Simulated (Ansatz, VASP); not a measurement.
One calculation of SiGe, two programs

File INCAR:

```
SYSTEM = SiGe
PREC = Accurate
ENCUT = 520
EDIFF = 1E-6
ISMEAR = 0
SIGMA = 0.03
LREAL = .FALSE.
LASPH = .TRUE.
NELM = 80
ALGO = Normal
ISIF = 2
LWAVE = .FALSE.
LCHARG = .FALSE.
GGA = PS
NBANDS = 26
```

The input KPOINTS:

```
regular mesh
0
G
  12 12 6
  0 0 0
```

File POSCAR:

```
SiGe
1.0
    3.9005968931      0.0000000000      0.0000000000
   -1.9502984466      3.3780159994      0.0000000000
    0.0000000000      0.0000000000      6.4433927721
Si Ge
2 2
Direct
    0.6666666667      0.3333333333      0.8745463420
    0.3333333333      0.6666666667      0.3745463420
    0.6666666667      0.3333333333      0.4888128275
    0.3333333333      0.6666666667     -0.0111871725
```

Input for Ansatz:

```yaml
crystal:
  lattice:
    - [3.9005968931, 0.0, 0.0]
    - [-1.9502984466, 3.3780159994, 0.0]
    - [0.0, 0.0, 6.4433927721]
  atoms:
    - { symbol: Si, position: [0.6666666667, 0.3333333333, 0.874546342] }
    - { symbol: Si, position: [0.3333333333, 0.6666666667, 0.374546342] }
    - { symbol: Ge, position: [0.6666666667, 0.3333333333, 0.4888128275] }
    - { symbol: Ge, position: [0.3333333333, 0.6666666667, -0.0111871725] }
basis:
  ecutwfc: 420
kpoints:
  mp_grid: { grid: [12, 12, 6] }
hamiltonian:
  xc: pbesol
scf:
  occupations: { method: gaussian, width: 0.03 }
output:
  forces: true
  stress: true
  eigenvalues: true
```

Change from the starting cell: all Ge atoms moved -0.075 Å, as atom 3 along Cartesian [0 0 1].

Alike in both runs: task single point; functional PBEsol; k mesh 12 × 12 × 6; occupations gaussian, width 0.03 eV; no spin polarisation.

|  | VASP | Ansatz |
| --- | --- | --- |
| version | VASP 6.6.1 | Ansatz 0.2.0 |
| potentials or method | VASP PAW PBE potentials, release 64 (Si, Ge_d), cutoff 520 eV | scalar-relativistic, plane waves, PAW |
| valence electrons in the cell | 36 | 36 |

```csv
,VASP,Ansatz,Ansatz less VASP
gap on the k mesh at the Fermi level (eV),0.15,0.15,-0.006
least direct gap on the mesh (eV),0.15,0.15,-0.006
pressure (GPa),0.2,0.3,+0.02
"traceless stress, the component that is largest in VASP (GPa)",-2.56,-2.57,-0.008
rms of the force components (eV/Å),0.470,0.471,+0.0014
```

VASP's potentials were made for PBE, not for PBEsol. Atom by atom the forces differ by 0.001 eV/Å (rms over components).
